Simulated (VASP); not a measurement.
# C: single point with PBEsol

C:

```
C
1.0
     1.21086    0.69909    8.13267
    -1.21086    0.69909    8.13267
     0.00000   -1.39818    8.13267
C
4
Cartesian
  0.0000 0.0000 22.2712
  0.0000 0.0000 6.0056
  0.0000 0.0000 18.3924
  0.0000 0.0000 2.1268
```

```json
{"Program": "VASP 6.6.1", "Task": "single point", "Functional": "PBEsol", "Potentials or basis": "VASP PAW PBE potentials, release 64 (C)", "Cutoff": "520 eV", "k mesh": "11 × 11 × 11", "Occupations": "fermi-dirac, width 0.1 eV", "Spin": "no spin polarisation"}
```

* Pressure: 11.9 GPa
* Largest force: 0.011 eV/Å
* Band gap on the k mesh: 1.26 eV, indirect (least direct gap 1.28 eV)

Forces in eV/Å, atoms in the order of the input:
```
C    0.000  0.000  0.003
C    0.000  0.000  0.011
C    0.000  0.000 -0.011
C    0.000  0.000 -0.003
```

Stress tensor (GPa, compression positive):
```
17.81  0.00  0.00
 0.00 17.81  0.00
 0.00  0.00 -0.05
```

Levels at points of the mesh, in eV from the valence-band top:
| k point | band 5 | band 6 | band 7 | band 8 | band 9 | band 10 | band 11 | band 12 |
| --- | --- | --- | --- | --- | --- | --- | --- | --- |
| (0.00, 0.00, 0.00) | -2.34 | -2.34 | -2.33 | -2.33 | 3.60 | 7.44 | 9.29 | 9.29 |

It took 6.6 min on 1 thread of Intel(R) Xeon(R) 6975P-C (Granite Rapids) (shared host), peak memory 0.54 GiB.

Caveat: the PAW data sets were made with another functional, which shifts forces and pressure a little. A k mesh can miss the band edges.
